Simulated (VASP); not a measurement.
ScBiTe3:

```
Sc Bi Te
1.0
     5.34730    0.00000    0.00000
     0.00000    5.34730    0.00000
     0.00000    0.00000    5.34730
Sc Bi Te
1 1 3
Direct
  0.50000 0.50000 0.50000
  0.00000 0.00000 0.00000
  0.00000 0.50000 0.50000
  0.50000 0.00000 0.50000
  0.50000 0.50000 0.00000
```

The cell was generated, and may not be a known phase.

| Property | Result |
| --- | --- |
| Program | VASP 6.6.1 |
| Task | relaxation of cell and atoms |
| Functional | PBE |
| Potentials or basis | VASP PAW PBE potentials, release 64 (Sc_sv, Bi_d, Te) |
| Cutoff | 600 eV |
| k mesh | 4 × 4 × 4 |
| Occupations | gaussian, width 0.1 eV |
| Spin | no spin polarisation |

At the start: pressure 5.5 GPa; volume 30.58 Å³/atom.

**Question.** Where does the relaxation end?

**Answer.** Over 3 steps the energy falls by 53.0 meV/atom and the volume is 33.96 Å³/atom (+11.1 %); space group Pm-3m (No. 221, to 0.1 Å) before and after.

Step by step:
```tsv
step	energy change (eV)	largest force (eV/Å)	pressure (GPa)	volume (Å³)
1	0.0000	0.0000	5.49	152.90
2	-0.2260	0.0000	-1.62	177.30
3	-0.2652	0.0000	0.01	169.80
```

Final structure:
```
CELL_PARAMETERS angstrom
5.53750 0.00000 0.00000
0.00000 5.53750 0.00000
0.00000 0.00000 5.53750
ATOMIC_POSITIONS crystal
Sc 0.50000 0.50000 0.50000
Bi 0.00000 0.00000 0.00000
Te 0.00000 0.50000 0.50000
Te 0.50000 0.00000 0.50000
Te 0.50000 0.50000 0.00000
```
